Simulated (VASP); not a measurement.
Write the native input for VASP 6.6.1 that does the following.

| Property | Result |
| --- | --- |
| Task | single point |
| Functional | PBE |
| Potentials or basis | VASP PAW PBE potentials, release 64 (Cd, Se, S) |
| Cutoff | 520 eV |
| k mesh | 6 × 6 × 2 |
| Occupations | gaussian, width 0.1 eV |
| Spin | no spin polarisation |
| Dipole correction | no |
| Further INCAR settings | ALGO = Normal; EDIFF = 1e-06; NBANDS = 33 |

The structure of Cd2Se3S lies in POSCAR:

```
Cd2Se3S
1.0
    3.7831731009      0.0000000000      0.0000000000
    0.0000000000      3.7831731009      0.0000000000
    0.0000000000      0.0000000000     11.4074728167
Cd Se S
2 3 1
Direct
    0.0000000000      0.5000000000      0.5984628945
    0.5000000000      0.0000000000      0.4015371055
    0.5000000000      0.5000000000      0.0000000000
    0.0000000000      0.5000000000      0.3498587230
    0.5000000000      0.0000000000      0.6501412770
    0.0000000000      0.0000000000      0.0000000000
```

The cell was built from a structure type or drawn by symmetry, and may not be a known phase.

These files were run (other wordings do the same):

INCAR

```
SYSTEM = Cd2Se3S
  ALGO = Normal
  EDIFF = 1E-6
  ENCUT = 520
  GGA = PE
  ISIF = 2
  ISMEAR = 0
  LASPH = .TRUE.
  LCHARG = .TRUE.
  LELF = .TRUE.
  LREAL = .FALSE.
  LVHAR = .TRUE.
  LWAVE = .FALSE.
  NBANDS = 33
  NELM = 60
  PREC = Accurate
  SIGMA = 0.1
```

KPOINTS

```
k-points
0
G
  6 6 2
  0 0 0
```

Potentials or basis: VASP PAW PBE potentials, release 64 (Cd, Se, S).

The run is started by

```bash
$ cat potpaw_PBE.64/Cd/POTCAR potpaw_PBE.64/Se/POTCAR potpaw_PBE.64/S/POTCAR > POTCAR
$ mpirun -np 1 vasp_std > vasp.out
```

It gave:

```json
{"Pressure": "0.4 GPa", "Largest force": "0.062 eV/Å", "Band gap on the k mesh": "zero (bands 24 and 25 overlap by 0.78 eV)"}
```

Caveat: semilocal functionals underestimate gaps, so a narrow gap can read as zero.

It took 50 s on 1 thread of Intel(R) Xeon(R) 6975P-C (Granite Rapids) (shared host), peak memory 0.3 GiB.
